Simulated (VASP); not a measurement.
The system is Na.

```xyz
4
Lattice="3.5213 0.0000 0.0000 -1.7607 3.0496 0.0000 0.0000 0.0000 11.5822" Properties=species:S:1:pos:R:3 pbc="T T T"
Na    0.0000    0.0000    0.0000
Na    0.0000    2.0330    2.8955
Na    0.0000    0.0000    5.7911
Na    1.7607    1.0165    8.6866
```

This isn't the form of Na at room conditions, which is bcc.

```yaml
Program: VASP 6.6.1
Task: relaxation of cell and atoms
Functional: PBE
Dispersion: D3(BJ)
Potentials_or_basis: VASP PAW PBE potentials, release 64 (Na_pv)
Cutoff: 600 eV
k_mesh: 12 × 12 × 4
Occupations: gaussian, width 0.1 eV
Spin: no spin polarisation
```

At the start: pressure 0.9 GPa; volume 31.09 Å³/atom.

**Question.** Where does the relaxation end?

**Answer.** Over 9 steps the energy falls by 8.2 meV/atom and the volume is 34.07 Å³/atom (+9.6 %); space group P6_3/mmc (No. 194, to 0.1 Å) before and after.

Step by step:
```csv
step,energy change (eV),largest force (eV/Å),pressure (GPa),volume (Å³)
1,0.0000,0.0000,0.94,124.37
2,-0.0164,0.0000,0.61,127.69
3,-0.0300,0.0000,0.19,132.63
4,-0.0324,0.0000,0.06,135.05
5,-0.0327,0.0000,-0.04,136.62
6,-0.0327,0.0000,0.02,136.10
7,-0.0327,0.0000,-0.02,136.34
8,-0.0328,0.0000,-0.01,136.32
9,-0.0328,0.0000,-0.01,136.29
```

Final structure:
```
CELL_PARAMETERS angstrom
3.64496 0.00000 0.00000
-1.82248 3.15663 0.00000
0.00000 0.00000 11.84501
ATOMIC_POSITIONS crystal
Na 0.00000 0.00000 0.00000
Na 0.33333 0.66667 0.25000
Na 0.00000 0.00000 0.50000
Na 0.66667 0.33333 0.75000
```
